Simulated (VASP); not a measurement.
Runs of VASP 6.6.1 on Be. The structure is that of space group P6/mmm (No. 191), or close to it. The cells are those of the table. This isn't the form of Be at room conditions, which is hcp.

```tsv
task	cell	k mesh	cutoff (eV)	gap on the mesh (eV)	pressure (GPa)
single point	a = 3.595, b = 3.595, c = 2.213 Å, angles 90.0, 90.0, 120.0°, 3 atoms	11 × 11 × 16	520	none	0.1
single point	a = 3.595, b = 3.595, c = 2.213 Å, angles 90.0, 90.0, 120.0°, 3 atoms	13 × 13 × 19	520	none	0.1
single point	a = 3.688, b = 3.688, c = 2.271 Å, angles 90.0, 90.0, 120.0°, 3 atoms	11 × 11 × 16	520	none	(b)
single point	a = 3.733, b = 3.733, c = 2.298 Å, angles 90.0, 90.0, 120.0°, 3 atoms	11 × 11 × 16	520	none	-10.3
relaxation of cell and atoms	relaxed from a = 3.579, b = 3.579, c = 2.194 Å, angles 90.0, 90.0, 120.0°, 3 atoms	10 × 10 × 14	600	none	0.0
single point	a = 3.546, b = 3.546, c = 2.183 Å, angles 90.0, 90.0, 120.0°, 3 atoms	11 × 11 × 16	520	none	4.9
single point	a = 3.642, b = 3.642, c = 2.242 Å, angles 90.0, 90.0, 120.0°, 3 atoms	11 × 11 × 16	520	none	-4.0
single point	a = 3.496, b = 3.496, c = 2.152 Å, angles 90.0, 90.0, 120.0°, 3 atoms	11 × 11 × 16	520	none	10.7
single point	a = 3.595, b = 3.595, c = 2.213 Å, angles 90.0, 90.0, 120.0°, 3 atoms	10 × 10 × 14	520	none	0.0
single point	a = 3.445, b = 3.445, c = 2.121 Å, angles 90.0, 90.0, 120.0°, 3 atoms	11 × 11 × 16	520	none	(a)
```

Alike in all rows: level revPBE; potentials or basis VASP PAW PBE potentials, release 64 (Be); no spin polarisation; smearing fermi-dirac 0.1 eV.

**Question.** Fill in the values left out.

**Answer.** (a) 17.6; (b) -7.4.

Caveats: the PAW data sets were made with another functional, which shifts forces and pressure a little; the cell stands under tension (at least some runs); the cell stands under pressure (at least some runs).

A gap of «none» marks levels without a gap at the run's occupations.
